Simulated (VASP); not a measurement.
# C: single point with r2SCAN

The system is C.

```xyz
8
Lattice="-2.4291 2.4291 2.4291 2.4291 -2.4291 2.4291 2.4291 2.4291 -2.4291" Properties=species:S:1:pos:R:3 pbc="T T T"
C    -0.7856    0.7104    0.8797
C     1.6435    1.5494    1.7188
C     0.7153   -0.7906    0.7906
C     0.8757    0.7817   -0.7817
C     1.7138   -1.6385    1.6385
C     0.7856    0.8797    0.7104
C    -1.6435    1.7188    1.5494
C     1.5534    1.6474   -1.6474
```

This cell differs from its parent crystal: atoms displaced along a vibrational mode.

| Quantity | Value |
| --- | --- |
| Program | VASP 6.6.1 |
| Task | single point |
| Functional | r2SCAN |
| Potentials or basis | VASP PAW PBE potentials, release 64 (C) |
| Cutoff | 520 eV |
| k mesh | 8 × 8 × 8 |
| Occupations | gaussian, width 0.05 eV |
| Spin | no spin polarisation |

```
Pressure               : 3.5 GPa
Largest force          : 5.143 eV/Å
Band gap on the k mesh : 1.05 eV (least direct gap 2.42 eV)
```

Forces in eV/Å, atoms in the order of the input:
```
C   -0.182  4.242 -2.903
C   -0.182  2.903 -4.242
C    3.121  0.041 -0.041
C   -3.332  0.356 -0.356
C   -3.121 -0.041  0.041
C    0.182 -2.903  4.242
C    0.182 -4.242  2.903
C    3.332 -0.356  0.356
```

Stress tensor (GPa, compression positive):
```
-0.02  1.24 -1.24
 1.24  5.25  1.91
-1.24  1.91  5.25
```

Levels at points of the mesh, in eV from the valence-band top:
```
           k point  band 14  band 15  band 16  band 17  band 18  band 19
(0.00, 0.00, 0.00)    -2.45    -1.62    -0.98     1.89     2.61     3.11
(0.50, 0.00, 0.00)    -4.89    -3.60    -2.67     2.33     3.74     4.38
(0.00, 0.50, 0.00)    -5.01    -3.65    -3.18     2.77     4.39     4.73
(0.00, 0.00, 0.50)    -4.24    -3.53    -3.27     2.06     3.43     3.79
(0.00, 0.50, 0.50)    -4.31    -3.92    -3.30     2.12     4.50     4.67
(0.50, 0.50, 0.50)    -3.20    -1.38     0.00     2.42     4.06     4.52
```

Run time: 5.9 min on 1 thread of AMD EPYC 9R45 96-Core Processor (Zen 5) (shared host), peak memory 0.24 GiB.

Caveat: the cell differs from its parent crystal (atoms displaced along a vibrational mode); the stress differs along the axes, from -0 to 5 GPa; the PAW data sets were made with another functional, which shifts forces and pressure a little. A k mesh can miss the band edges.
